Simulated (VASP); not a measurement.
A run of VASP 6.6.1:

The input INCAR:

```
PREC = Accurate
ENCUT = 600
EDIFF = 1E-7
ISMEAR = 0
SIGMA = 0.1
LREAL = False
LASPH = True
NELM = 100
ALGO = Normal
ISIF = 4
LWAVE = False
LCHARG = False
GGA = PE
IVDW = 12
IBRION = 2
NSW = 50
EDIFFG = -0.01
```

File KPOINTS:

```
Automatic mesh
0
Gamma
  15 15 15
```

The input POSCAR:

```
P
1.0
    1.7402006443      1.0047053105      2.9915456549
   -1.7402006443      1.0047053105      2.9915456549
    0.0000000000     -2.0094106208      2.9915456550
P
2
Direct
    0.2323148059      0.2323148059      0.2323148059
    0.7676851941      0.7676851941      0.7676851941
```

Potentials or basis: VASP PAW PBE potentials, release 64 (P).

The run is started by

```bash
$ cat potpaw_PBE.64/P/POTCAR > POTCAR
$ mpirun -np 1 vasp_std > vasp.out
```

Hardware: 1 thread of Intel Xeon 8259CL (shared host).

Estimate the wall time of this run.

It took 11 min on 1 thread of Intel Xeon 8259CL, with other jobs on the host, peak memory 0.25 GiB. Counts: scf iterations 36, k points 344, ion steps 5.
